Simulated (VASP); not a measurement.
# Al5Rh (P4/mmm) in VASP: relaxation of cell and atoms with PBE

Aim: the relaxation of cell and atoms of Al5Rh with PBE.

Everything below comes from runs of VASP 6.6.1. Logs are shortened: lines on timing, memory, paths and dates and some standing lists are left out, and cuts for length are marked.

### 1 The cell of the first run

Symmetry: P4/mmm, No. 123, tetragonal system. Conventional cell: a = 4.988 Å, b = 4.988 Å, c = 7.592 Å, α = 90.00°, β = 90.00°, γ = 90.00°. Al (site symmetry mmm) has 2 Al at 2.49 Å and 2 Rh at 2.49 Å within 3.3 Å. Within 3.3 Å of Al (site symmetry 4/mmm) lie 6 Al at 2.48 to 2.49 Å. Within 3.3 Å of Al (site symmetry 4mm) lie 2 Al at 2.48 to 2.63 Å. Within 3.3 Å of Rh (site symmetry 4/mmm) lie 4 Al at 2.49 Å.

The cell was built from a structure type or drawn by symmetry, and may not be a known phase.

### 2 Relaxation of cell and atoms, PBE

Input file INCAR:

```
ALGO     = Fast           # electronic algorithm
EDIFF    = 1E-6           # SCF threshold, eV
EDIFFG   = -0.01          # ionic threshold
ENCUT    = 600            # plane-wave cutoff, eV
GGA      = PE             # functional
IBRION   = 2              # ionic algorithm
ISIF     = 3              # what is computed and relaxed
ISMEAR   = 0              # smearing method
LASPH    = True           # aspherical terms in the spheres
LCHARG   = False          # write CHGCAR
LREAL    = False          # projectors in reciprocal space
LWAVE    = False          # write WAVECAR
NELM     = 80             # most SCF steps
NSW      = 100            # ionic steps
PREC     = Accurate       # precision mode
SIGMA    = 0.1            # smearing width, eV
```

Input file KPOINTS:

```
k-points
0
Gamma
  8 8 6
```

Input file POSCAR:

```
Al5Rh
1.0
    4.9878167427      0.0000000000      0.0000000000
    0.0000000000      4.9878167427      0.0000000000
    0.0000000000      0.0000000000      7.5917090498
Al Rh
5 1
Direct
    0.0000000000      0.5000000000      0.0000000000
    0.5000000000      0.0000000000      0.0000000000
    0.0000000000      0.0000000000      0.0000000000
    0.0000000000      0.0000000000      0.3265147521
    0.0000000000      0.0000000000      0.6734852479
    0.5000000000      0.5000000000      0.0000000000
```

Potentials or basis: VASP PAW PBE potentials, release 64 (Al, Rh_pv).

Command:

```sh
> cat potpaw_PBE.64/Al/POTCAR potpaw_PBE.64/Rh_pv/POTCAR > POTCAR
> mpirun -np 1 vasp_std > vasp.out
```

OUTCAR:

```text
EDIFF = 1E-6
   EDIFFG = -0.01
   ENCUT = 600
   GGA = PE
   IBRION = 2
   ISIF = 3
   ISMEAR = 0
   LASPH = True
   LREAL = False
   NELM = 80
   NSW = 100
   PREC = Accurate

 ion  position               nearest neighbor table
   1  0.000  0.500  0.000-   3 2.49   6 2.49   3 2.49   6 2.49
   2  0.500  0.000  0.000-   3 2.49   6 2.49   6 2.49   3 2.49
   3  0.000  0.000  0.000-   4 2.48   5 2.48   1 2.49   2 2.49   1 2.49   2 2.49
   4  0.000  0.000  0.327-   3 2.48   5 2.63
   5  0.000  0.000  0.673-   3 2.48   4 2.63
   6  0.500  0.500  0.000-   1 2.49   2 2.49   2 2.49   1 2.49

  LATTYP: Found a simple tetragonal cell.
 ALAT       =     4.9878167427
 C/A-ratio  =     1.5220505166

  Lattice vectors:

 A1 = (   4.9878167427,   0.0000000000,   0.0000000000)
 A2 = (   0.0000000000,   4.9878167427,   0.0000000000)
 A3 = (   0.0000000000,   0.0000000000,   7.5917090498)

Analysis of symmetry for initial positions (statically):
=====================================================================
 Subroutine PRICEL returns:
 Original cell was already a primitive cell.

 Routine SETGRP: Setting up the symmetry group for a
 simple tetragonal supercell.

 Subroutine GETGRP returns: Found 16 space group operations
 (whereof 16 operations were pure point group operations)
 out of a pool of 16 trial point group operations.

The static configuration has the point symmetry D_4h.

Analysis of symmetry for dynamics (positions and initial velocities):
=====================================================================
 Subroutine PRICEL returns:
 Original cell was already a primitive cell.

 Routine SETGRP: Setting up the symmetry group for a
 simple tetragonal supercell.

 Subroutine GETGRP returns: Found 16 space group operations
 (whereof 16 operations were pure point group operations)
 out of a pool of 16 trial point group operations.

The dynamic configuration has the point symmetry D_4h.

 Subroutine INISYM returns: Found 16 space group operations
 (whereof 16 operations are pure point group operations),
 and found     1 'primitive' translations

----------------------------------------------------------------------------------------

                                     Primitive cell

  volume of cell :     188.8689

  direct lattice vectors                    reciprocal lattice vectors
     4.987816743  0.000000000  0.000000000     0.200488521  0.000000000  0.000000000
     0.000000000  4.987816743  0.000000000     0.000000000  0.200488521  0.000000000
     0.000000000  0.000000000  7.591709050     0.000000000  0.000000000  0.131722646

  length of vectors
     4.987816743  4.987816743  7.591709050     0.200488521  0.200488521  0.131722646

  position of ions in fractional coordinates (direct lattice)
     0.000000000  0.500000000  0.000000000
     0.500000000  0.000000000  0.000000000
     0.000000000  0.000000000  0.000000000
     0.000000000  0.000000000  0.326514752
     0.000000000  0.000000000  0.673485248
     0.500000000  0.500000000  0.000000000

  ion indices of the primitive-cell ions
   primitive index   ion index
                 1           1
                 2           2
                 3           3
                 4           4
                 5           5
                 6           6

----------------------------------------------------------------------------------------

 KPOINTS: k-points

Automatic generation of k-mesh.
 Grid dimensions read from file:
 generate k-points for:    8    8    6

 Generating k-lattice:

  Cartesian coordinates                     Fractional coordinates (reciprocal lattice)
     0.025061065  0.000000000  0.000000000     0.125000000  0.000000000  0.000000000
     0.000000000  0.025061065  0.000000000     0.000000000  0.125000000  0.000000000
     0.000000000  0.000000000  0.021953774     0.000000000  0.000000000  0.166666667

  Length of vectors
     0.025061065  0.025061065  0.021953774

  Shift w.r.t. Gamma in fractional coordinates (k-lattice)
     0.000000000  0.000000000  0.000000000

 Subroutine IBZKPT returns following result:
 ===========================================

 Found     60 irreducible k-points:

 Following reciprocal coordinates:
            Coordinates               Weight
  0.000000  0.000000  0.000000      1.000000
  0.125000  0.000000  0.000000      4.000000
  0.250000  0.000000  0.000000      4.000000
  0.375000  0.000000  0.000000      4.000000
  0.500000  0.000000  0.000000      2.000000
  0.125000  0.125000  0.000000      4.000000
[... 16 lines left out ...]
  0.375000  0.125000  0.166667     16.000000
  0.500000  0.125000  0.166667      8.000000
 [... further k-points ...]
   k-points           NKPTS =     60   k-points in BZ     NKDIM =     60   number of bands    NBANDS=     19
   number of dos      NEDOS =    301   number of ions     NIONS =      6
   total plane-waves  NPLWV = 102400
   dimension x,y,z NGX =    40 NGY =   40 NGZ =   64
   dimension x,y,z NGXF=    80 NGYF=   80 NGZF=  128
   ions per type =               5   1
   NGX,Y,Z   is equivalent  to a cutoff of  13.33, 13.33, 14.01 a.u.
   NGXF,Y,Z  is equivalent  to a cutoff of  26.66, 26.66, 28.03 a.u.
 SYSTEM =  unknown system
   PREC   = accura    normal or accurate (medium, high low for compatibility)
   ISTART =      0    job   : 0-new  1-cont  2-samecut
   ICHARG =      2    charge: 1-file 2-atom 10-const
   ISPIN  =      1    spin polarized calculation?
   LNONCOLLINEAR =      F non collinear calculations
   LSORBIT =      F    spin-orbit coupling
   LASPH  =      T    aspherical Exc in radial PAW
   ENCUT  =  600.0 eV  44.10 Ry    6.64 a.u.   9.96  9.96 15.16*2*pi/ulx,y,z
   NELM   =     80;   NELMIN=  2; NELMDL= -5     # of ELM steps
   EDIFF  = 0.1E-05   stopping-criterion for ELM
   LREAL  =      F    real-space projection
   EDIFFG = -.1E-01   stopping-criterion for IOM
   NSW    =    100    number of steps for IOM
   IBRION =      2    ionic relax: 0-MD 1-quasi-New 2-CG
   NFREE  =      1    steps in history (QN), initial steepest desc. (CG)
   ISIF   =      3    stress and relaxation
   ISYM   =      2    0-nonsym 1-usesym 2-fastsym
   POTIM  = 0.5000    time-step for ionic-motion
   TEBEG  =    0.0;   TEEND  =   0.0 temperature during run
   PSTRESS=    0.0 pullay stress
   NELECT =      30.0000    total number of electrons
   NUPDOWN=      -1.0000    fix difference up-down
   EMIN   =  10.00;   EMAX   =-10.00  energy-range for DOS
   EFERMI =   0.00;   METHOD = LEGACY
   ISMEAR =     0;   SIGMA  =   0.10  broadening in eV -4-tet -1-fermi 0-gaus
   EFERMI_NEDOS =   21; number of points for ismear=-14 and -15
   IALGO  =     68    algorithm
   IMIX   =      4    mixing-type and parameters
     AMIX     =   0.40;   BMIX     =  1.00
     AMIX_MAG =   1.60;   BMIX_MAG =  1.00
  volume/ion in A,a.u.               =      31.48       212.43
  Fermi-wavevector in a.u.,A,eV,Ry     =   0.886601  1.675434 10.695023  0.786062
  Thomas-Fermi vector in A             =   2.007789
   LORBIT       =      0    0 simple, 1 ext, 2 COOP (PROOUT), +10 PAW based schemes
   GGA     = PE    functional components
   LHFCALC =     F    Hartree Fock is set to
   AEXX    =    0.0000 exact exchange contribution
   IVDW    =     0    specifies the selected vdW correction
   LEPSILON=     F    determine dielectric tensor
   LRPA    =     F    only Hartree local field effects (RPA)
 conjugate gradient relaxation of ions
 non-spin polarized calculation
 RMM-DIIS sequential band-by-band and
 Gauss-broadening in eV      SIGMA  =   0.10
  energy-cutoff  :      600.00
  volume of cell :      188.87
 maximum number of plane-waves:      6352
 NGX is ok and might be reduce to    40
   NGX = 19   NGY = 19   NGZ = 31

--------------------------------------- Ionic step        1  -------------------------------------------

 number of electron      29.9999993 magnetization

 Free energy of the ion-electron system (eV)
  ---------------------------------------------------
  ext. energy  EPLUGINS =         0.00000000
  ---------------------------------------------------
  free energy    TOTEN  =       -20.94717769 eV

  energy without entropy =      -20.93005896  energy(sigma->0) =      -20.93861833

------------------------ aborting loop because EDIFF is reached ----------------------------------------

  FORCE on cell =-STRESS in cart. coord.  units (eV):
  Direction    XX          YY          ZZ          XY          YZ          ZX
  --------------------------------------------------------------------------------------
  -------------------------------------------------------------------------------------
  Total       -0.4456312     -0.4456312     -0.1270507      0.0000000      0.0000000      0.0000000
  in kB       -3.7802947     -3.7802947     -1.0777728      0.0000000      0.0000000      0.0000000
  external PRESSURE =      -2.8794541 kB  Pullay stress =       0.0000000 kB
[... 145 lines left out ...]
  energy  without entropy=      -20.9315636242  energy(sigma->0) =      -20.94013309

--------------------------------------- Ionic step        5  -------------------------------------------

 number of electron      29.9999993 magnetization

 Free energy of the ion-electron system (eV)
  ---------------------------------------------------
  ext. energy  EPLUGINS =         0.00000000
  ---------------------------------------------------
  free energy    TOTEN  =       -20.94874446 eV

  energy without entropy =      -20.93169316  energy(sigma->0) =      -20.94021881

 E-fermi :   2.4735     XC(G=0):  -7.5658

 val. band max:        2.4646067576   @ k =   0.5000   0.1250   0.3333
 cond. band min:       2.4770434190   @ k =   0.0000   0.0000   0.3333
 fundamental gap:      0.0124366614
 Fermi energy:         2.4734875879

 k-point     1 :       0.0000    0.0000    0.0000
  band No.  band energies     occupation
      1     -43.1611      2.00000
      2     -43.1611      2.00000
      3     -42.6671      2.00000
      4      -6.3482      2.00000
      5      -2.7214      2.00000
      6      -2.4033      2.00000
[... 11 lines left out ...]
     18       4.4601      0.00000
     19       4.5488      0.00000
[... 489 lines left out ...]
      3     -42.6671      2.00000
      4      -5.4317      2.00000
      5      -3.7827      2.00000
      6      -2.8163      2.00000
[... 11 lines left out ...]
     18       3.5491      0.00000
     19       3.6365      0.00000

 [... further k-points ...]

------------------------ aborting loop because EDIFF is reached ----------------------------------------

  FORCE on cell =-STRESS in cart. coord.  units (eV):
  Direction    XX          YY          ZZ          XY          YZ          ZX
  --------------------------------------------------------------------------------------
  -------------------------------------------------------------------------------------
  Total       -0.0280675     -0.0280675     -0.0587378      0.0000000      0.0000000     -0.0000000
  in kB       -0.2398661     -0.2398661     -0.5019766      0.0000000      0.0000000     -0.0000000
  external PRESSURE =      -0.3272362 kB  Pullay stress =       0.0000000 kB
[... 21 lines left out ...]
  FREE ENERGIE OF THE ION-ELECTRON SYSTEM (eV)
  ---------------------------------------------------
  free  energy   TOTEN  =       -20.9487444634 eV

  energy  without entropy=      -20.9316931620  energy(sigma->0) =      -20.94021881

 reached required accuracy - stopping structural energy minimisation
```

Wall time 7.2 min (1 thread of Intel Xeon Platinum 8559C (Emerald Rapids), shared host); peak memory 0.5 GiB.

What came out:

```yaml
Free_energy: -20.9487 eV
Relaxed_volume: 31.25 Å³/atom
Relaxed_cell: a = 4.972 Å, b = 4.972 Å, c = 7.582 Å, α = 90.00°, β = 90.00°, γ = 90.00°
Space_group_after_relaxing_to_0.1_Å: P4/mmm (No. 123)
Energy_gained_by_relaxing: 0.3 meV/atom
Ionic_steps: 5
Pressure_after_relaxing: 0.0 GPa
Largest_force_after_relaxing: 0.006 eV/Å
Band_gap_on_the_k_mesh: zero (bands 15 and 16 overlap by 1.11 eV)
```

Forces in eV/Å, atoms in the order of the input:
```
Al   0.000  0.000  0.000
Al   0.000  0.000  0.000
Al   0.000  0.000  0.000
Al   0.000  0.000  0.006
Al   0.000  0.000 -0.006
Rh   0.000  0.000  0.000
```

Step by step:
```csv
step,energy change (eV),largest force (eV/Å),pressure (GPa),volume (Å³)
1,0.0000,0.0241,-0.29,188.87
2,-0.0015,0.0134,0.03,187.33
3,-0.0015,0.0146,-0.03,187.48
4,-0.0015,0.0141,0.01,187.43
5,-0.0016,0.0063,-0.03,187.48
```

Final structure:
```cif
data_structure
_symmetry_space_group_name_H-M 'P 1'
_symmetry_Int_Tables_number 1
_cell_length_a 4.9725
_cell_length_b 4.9725
_cell_length_c 7.5823
_cell_angle_alpha 90.000
_cell_angle_beta 90.000
_cell_angle_gamma 90.000
_cell_volume 187.48
loop_
_atom_site_label
_atom_site_type_symbol
_atom_site_fract_x
_atom_site_fract_y
_atom_site_fract_z
_atom_site_occupancy
Al1 Al 0.00000 0.50000 0.00000 1
Al2 Al 0.50000 0.00000 0.00000 1
Al3 Al 0.00000 0.00000 0.00000 1
Al4 Al 0.00000 0.00000 0.32675 1
Al5 Al 0.00000 0.00000 0.67325 1
Rh1 Rh 0.50000 0.50000 0.00000 1
```
